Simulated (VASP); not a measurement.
# Au (Cmcm) in VASP: further runs, part 2 of 2

VASP 6.6.1.

## 4. Single point, PBE

File INCAR:

```
  PREC = Accurate
  ENCUT = 520
  EDIFF = 1E-6
  ISMEAR = 1
  SIGMA = 0.5
  LREAL = F
  LASPH = T
  NELM = 60
  ALGO = Fast
  ISIF = 2
  LWAVE = F
  LCHARG = F
  GGA = PE
  NBANDS = 18
```

File KPOINTS:

```
regular mesh
0
Gamma
  16 16 10
```

File POSCAR:

```
Au
1.0
    1.4113099650     -2.5559330250      0.0000000000
    1.4113099650      2.5559330250      0.0000000000
    0.0000000000      0.0000000000      4.8931696100
Au
2
Direct
    0.6653279700      0.3346720300      0.2500000000
    0.3346720300      0.6653279700      0.7500000000
```

Potentials or basis: VASP PAW PBE potentials, release 64 (Au).

The run is started by

```
> cat potpaw_PBE.64/Au/POTCAR > POTCAR
> mpirun -np 1 vasp_std > vasp.out
```

OUTCAR:

```text
PREC = Accurate
   ENCUT = 520
   EDIFF = 1E-6
   ISMEAR = 1
   LREAL = F
   LASPH = T
   NELM = 60
   ISIF = 2
   GGA = PE

 ion  position               nearest neighbor table
   1  0.665  0.335  0.250-   2 2.95   2 2.95   2 2.95   2 2.95   2 2.97   2 2.97
   2  0.335  0.665  0.750-   1 2.95   1 2.95   1 2.95   1 2.95   1 2.97   1 2.97

  LATTYP: Found a base centered orthorhombic cell.
 ALAT       =     2.8226199300
 B/A-ratio  =     1.8110359088
 C/A-ratio  =     1.7335559627

  Lattice vectors:

 A1 = (   1.4113099650,  -2.5559330250,   0.0000000000)
 A2 = (   1.4113099650,   2.5559330250,   0.0000000000)
 A3 = (   0.0000000000,   0.0000000000,   4.8931696100)

Analysis of symmetry for initial positions (statically):
=====================================================================
 Subroutine PRICEL returns:
 Original cell was already a primitive cell.

 Routine SETGRP: Setting up the symmetry group for a
 base centered orthorhombic supercell.

 Subroutine GETGRP returns: Found  8 space group operations
 (whereof  4 operations were pure point group operations)
 out of a pool of  8 trial point group operations.

The static configuration has the point symmetry C_2h.
 The point group associated with its full space group is D_2h.

Analysis of symmetry for dynamics (positions and initial velocities):
=====================================================================
 Subroutine PRICEL returns:
 Original cell was already a primitive cell.

 Routine SETGRP: Setting up the symmetry group for a
 base centered orthorhombic supercell.

 Subroutine GETGRP returns: Found  8 space group operations
 (whereof  4 operations were pure point group operations)
 out of a pool of  8 trial point group operations.

[... 109 lines left out ...]
   POTIM  = 0.5000    time-step for ionic-motion
   TEBEG  =    0.0;   TEEND  =   0.0 temperature during run
   PSTRESS=    0.0 pullay stress
   NELECT =      22.0000    total number of electrons
   NUPDOWN=      -1.0000    fix difference up-down
   EMIN   =  10.00;   EMAX   =-10.00  energy-range for DOS
   EFERMI =   0.00;   METHOD = LEGACY
   ISMEAR =     1;   SIGMA  =   0.50  broadening in eV -4-tet -1-fermi 0-gaus
   EFERMI_NEDOS =   21; number of points for ismear=-14 and -15
   IALGO  =     68    algorithm
   IMIX   =      4    mixing-type and parameters
     AMIX     =   0.40;   BMIX     =  1.00
     AMIX_MAG =   1.60;   BMIX_MAG =  1.00
  volume/ion in A,a.u.               =      17.65       119.11
  Fermi-wavevector in a.u.,A,eV,Ry     =   1.398358  2.642513 26.604898  1.955405
  Thomas-Fermi vector in A             =   2.521524
   LORBIT       =      0    0 simple, 1 ext, 2 COOP (PROOUT), +10 PAW based schemes
   GGA     = PE    functional components
   LHFCALC =     F    Hartree Fock is set to
   AEXX    =    0.0000 exact exchange contribution
   IVDW    =     0    specifies the selected vdW correction
   LEPSILON=     F    determine dielectric tensor
   LRPA    =     F    only Hartree local field effects (RPA)
 non-spin polarized calculation
 RMM-DIIS sequential band-by-band and
 Methfessel and Paxton  Order N= 1 SIGMA  =   0.50
  energy-cutoff  :      520.00
  volume of cell :       35.30
 maximum number of plane-waves:       970
 NGX is ok and might be reduce to    24
   NGX = 11   NGY = 11   NGZ = 19

 number of electron      21.9999996 magnetization

 Free energy of the ion-electron system (eV)
  ---------------------------------------------------
  ext. energy  EPLUGINS =         0.00000000
  ---------------------------------------------------
  free energy    TOTEN  =        -6.41560914 eV

  energy without entropy =       -6.41384471  energy(sigma->0) =       -6.41502100

 E-fermi :   8.8943     XC(G=0): -12.5050

 val. band max:        8.8929839025   @ k =   0.5000   0.0625   0.2000
 cond. band min:       8.8979362626   @ k =   0.5000   0.2500   0.3000
 fundamental gap:      0.0049523601
 Fermi energy:         8.8942857735

 k-point     1 :       0.0000    0.0000    0.0000
  band No.  band energies     occupation
      1      -0.5935      2.00000
      2       1.7753      2.00000
      3       4.1427      2.00000
      4       4.1969      2.00000
      5       4.5296      2.00000
      6       4.7722      2.00000
[... 481 lines left out ...]
      5       4.5269      2.00000
      6       4.8434      2.00000
[... 10 lines left out ...]
     17      26.6000      0.00000
     18      27.0674      0.00000

 [... further k-points ...]
[... 5 lines left out ...]
  --------------------------------------------------------------------------------------
  -------------------------------------------------------------------------------------
  Total        1.0425319      0.4713533      0.4362276      0.0000000     -0.0000000      0.0000000
  in kB       47.3159768     21.3926707     19.7984674      0.0000000     -0.0000000      0.0000000
  external PRESSURE =      29.5023716 kB  Pullay stress =       0.0000000 kB

 VOLUME and BASIS-vectors are now :
 -----------------------------------------------------------------------------
  energy-cutoff  :      520.00
  volume of cell :       35.30
      direct lattice vectors                 reciprocal lattice vectors
     1.411309965 -2.555933025  0.000000000     0.354280783 -0.195623279  0.000000000
     1.411309965  2.555933025  0.000000000     0.354280783  0.195623279  0.000000000
     0.000000000  0.000000000  4.893169610     0.000000000  0.000000000  0.204366511

 POSITION                                       TOTAL-FORCE (eV/Angst)
 -----------------------------------------------------------------------------------
      1.41131     -0.84513      1.22329         0.000000      0.019232     -0.000000
      1.41131      0.84513      3.66988         0.000000     -0.019232      0.000000
 -----------------------------------------------------------------------------------
    total drift:                                0.000000      0.000000     -0.000000

  FREE ENERGIE OF THE ION-ELECTRON SYSTEM (eV)
  ---------------------------------------------------
  free  energy   TOTEN  =        -6.4156091372 eV

  energy  without entropy=       -6.4138447133  energy(sigma->0) =       -6.41502100
```

OSZICAR:

```text
N       E                     dE             d eps       ncg     rms          rms(c)
DAV:   1     0.122889989939E+03    0.12289E+03   -0.11749E+04 15800   0.118E+03
DAV:   2    -0.487026599005E+01   -0.12776E+03   -0.12196E+03 16762   0.259E+02
DAV:   3    -0.693910756923E+01   -0.20688E+01   -0.20575E+01 18386   0.332E+01
DAV:   4    -0.694810294210E+01   -0.89954E-02   -0.89943E-02 17408   0.231E+00
DAV:   5    -0.694818595526E+01   -0.83013E-04   -0.83012E-04 17522   0.237E-01    0.119E+01
RMM:   6    -0.645112538229E+01    0.49706E+00   -0.88333E-01 15772   0.706E+00    0.767E+00
RMM:   7    -0.641983819808E+01    0.31287E-01   -0.12333E-01 16182   0.283E+00    0.333E+00
RMM:   8    -0.641569569676E+01    0.41425E-02   -0.14629E-02 16278   0.891E-01    0.476E-01
RMM:   9    -0.641559934101E+01    0.96356E-04   -0.88750E-04 17328   0.228E-01    0.164E-01
RMM:  10    -0.641560840376E+01   -0.90627E-05   -0.12868E-04 17329   0.762E-02    0.118E-01
RMM:  11    -0.641560896582E+01   -0.56206E-06   -0.27379E-05 17196   0.345E-02    0.153E-02
RMM:  12    -0.641560913723E+01   -0.17142E-06   -0.33032E-06 14015   0.118E-02
   1 F= -.64156091E+01 E0= -.64150210E+01  d E =-.176442E-02
```

Wall time 4.5 min (1 thread of Intel Xeon 8259CL, shared host); peak memory 0.34 GiB.

Results:

* Free energy: -6.4156 eV
* Pressure: 3.0 GPa
* Largest force: 0.019 eV/Å
* Band gap on the k mesh: zero (bands 11 and 12 overlap by 6.58 eV)

Forces on the atoms (eV/Å):
```
Au   0.000  0.019  0.000
Au   0.000 -0.019  0.000
```

Stress tensor (GPa, compression positive):
```
4.73 0.00 0.00
0.00 2.14 0.00
0.00 0.00 1.98
```

Levels at points of the mesh, in eV from the Fermi level:
```tsv
k point	band 7	band 8	band 9	band 10	band 11	band 12	band 13	band 14	band 15	band 16
(0.00, 0.00, 0.00)	-3.87	-3.49	-3.33	-2.20	-2.13	-1.04	2.39	14.55	15.52	16.70
(0.50, 0.00, 0.00)	-3.48	-2.01	-1.82	-1.67	0.50	1.73	5.75	7.24	7.25	9.98
(0.50, 0.50, 0.00)	-3.63	-1.91	-1.90	-1.73	0.22	1.25	5.36	6.76	6.90	11.07
(0.00, 0.00, 0.50)	-4.18	-4.18	-2.67	-2.67	-2.52	-2.52	10.19	10.19	14.88	14.88
(0.50, 0.00, 0.50)	-2.39	-2.39	-1.71	-1.71	0.68	0.68	4.02	4.02	13.07	13.07
(0.50, 0.50, 0.50)	-2.38	-2.38	-1.80	-1.80	0.30	0.30	3.46	3.46	12.65	12.65
```

Caveat: spin-orbit coupling is left out, which moves the levels of the heavy elements.

## 5. Single point, PBE

File INCAR:

```
SYSTEM = Au
  PREC = Accurate
  ENCUT = 520
  EDIFF = 1E-7
  ISMEAR = -5
  SIGMA = 0.1
  LREAL = .False.
  LASPH = .True.
  NELM = 60
  ALGO = Fast
  ISIF = 2
  LWAVE = .False.
  LCHARG = .False.
  GGA = PE
  NBANDS = 18
```

File KPOINTS:

```
Automatic mesh
0
Gamma
  16 16 10
  0 0 0
```

POSCAR is that of step 4.

The run is started by

```
> cat potpaw_PBE.64/Au/POTCAR > POTCAR
> mpirun -np 1 vasp_std > vasp.out
```

Wall time 5.5 min (1 thread of Intel Xeon 8259CL, shared host); peak memory 0.35 GiB.

It converged, with:

```
Free energy            : -6.4164 eV
Pressure               : 2.8 GPa
Largest force          : 0.018 eV/Å
Band gap on the k mesh : zero (bands 11 and 12 overlap by 6.58 eV)
```

Forces in eV/Å, atoms in the order of the input:
```
Au   0.000  0.018  0.000
Au   0.000 -0.018  0.000
```

Stress tensor (GPa, compression positive):
```
4.97 0.00 0.00
0.00 1.78 0.00
0.00 0.00 1.75
```

Levels at points of the mesh, in eV from the Fermi level:
| k point | band 9 | band 10 | band 11 | band 12 | band 13 | band 14 |
| --- | --- | --- | --- | --- | --- | --- |
| (0.00, 0.00, 0.00) | -3.34 | -2.21 | -2.14 | -1.05 | 2.38 | 14.54 |
| (0.50, 0.00, 0.00) | -1.83 | -1.67 | 0.49 | 1.72 | 5.75 | 7.23 |
| (0.50, 0.50, 0.00) | -1.91 | -1.74 | 0.21 | 1.24 | 5.35 | 6.75 |
| (0.00, 0.00, 0.50) | -2.68 | -2.68 | -2.53 | -2.53 | 10.19 | 10.19 |
| (0.50, 0.00, 0.50) | -1.72 | -1.72 | 0.67 | 0.67 | 4.01 | 4.01 |
| (0.50, 0.50, 0.50) | -1.80 | -1.80 | 0.29 | 0.29 | 3.45 | 3.45 |

Caveat: spin-orbit coupling is left out, which moves the levels of the heavy elements; tetrahedron occupations give inexact forces and stress in metals.

## 6. Single point, PBE

File INCAR:

```
  PREC = Accurate
  ENCUT = 520
  EDIFF = 1E-6
  ISMEAR = 0
  SIGMA = 0.1
  LREAL = F
  LASPH = T
  NELM = 80
  ALGO = Fast
  ISIF = 2
  LWAVE = F
  LCHARG = F
  GGA = PE
  NBANDS = 18
```

File KPOINTS:

```
Automatic mesh
0
Gamma
  18 18 10
```

POSCAR is that of step 5.

Potentials or basis: VASP PAW PBE potentials, release 64 (Au).

The run is started by

```
> cat potpaw_PBE.64/Au/POTCAR > POTCAR
> mpirun -np 1 vasp_std > vasp.out
```

Run time: 6.7 min. Hardware: 1 thread of Intel Xeon 8259CL, shared host; peak memory 0.38 GiB.

The run converged. Its results:

- Free energy: -6.4170 eV
- Pressure: 3.0 GPa
- Largest force: 0.016 eV/Å
- Band gap on the k mesh: zero (bands 11 and 12 overlap by 6.54 eV)

Forces on the atoms (eV/Å):
```
Au   0.000  0.016  0.000
Au   0.000 -0.016  0.000
```

Stress tensor (GPa, compression positive):
```
4.49 0.00 0.00
0.00 2.44 0.00
0.00 0.00 2.06
```

Levels at points of the mesh, in eV from the Fermi level:
| k point | band 9 | band 10 | band 11 | band 12 | band 13 | band 14 |
| --- | --- | --- | --- | --- | --- | --- |
| (0.00, 0.00, 0.00) | -3.30 | -2.17 | -2.10 | -1.00 | 2.42 | 14.58 |
| (0.50, 0.00, 0.00) | -1.79 | -1.63 | 0.53 | 1.76 | 5.79 | 7.27 |
| (0.50, 0.50, 0.00) | -1.87 | -1.69 | 0.25 | 1.28 | 5.39 | 6.80 |
| (0.00, 0.00, 0.50) | -2.63 | -2.63 | -2.49 | -2.49 | 10.23 | 10.23 |
| (0.50, 0.00, 0.50) | -1.68 | -1.68 | 0.71 | 0.71 | 4.05 | 4.05 |
| (0.50, 0.50, 0.50) | -1.76 | -1.76 | 0.33 | 0.33 | 3.50 | 3.50 |

Caveat: spin-orbit coupling is left out, which moves the levels of the heavy elements.

## 7. Summary

| k mesh | smearing | further INCAR settings | gap on the mesh (eV) | pressure (GPa) | largest force (eV/Å) |
| --- | --- | --- | --- | --- | --- |
| 16 × 16 × 10 | methfessel-paxton 0.3 eV | ALGO = Fast; EDIFF = 1e-06; NBANDS = 18 | none | 3.0 | 0.02 |
| 16 × 16 × 10 | methfessel-paxton 0.01 eV | ALGO = Fast; EDIFF = 1e-06; NBANDS = 18 | none | 3.0 | 0.01 |
| 16 × 16 × 10 | methfessel-paxton 0.5 eV | ALGO = Fast; EDIFF = 1e-06; NBANDS = 18 | none | 3.0 | 0.02 |
| 16 × 16 × 10 | tetrahedron | ALGO = Fast; EDIFF = 1e-07; NBANDS = 18 | none | 2.8 | 0.02 |
| 18 × 18 × 10 | gaussian 0.1 eV | ALGO = Fast; EDIFF = 1e-06; NBANDS = 18 | none | 3.0 | 0.02 |

Alike in all rows: task single point; level PBE; potentials or basis VASP PAW PBE potentials, release 64 (Au); no spin polarisation; cell as given; cutoff (eV) 520.

Caveats: spin-orbit coupling is left out, which moves the levels of the heavy elements; tetrahedron occupations give inexact forces and stress in metals (at least some runs).

Absolute energies hang on the potentials; compare differences alone.
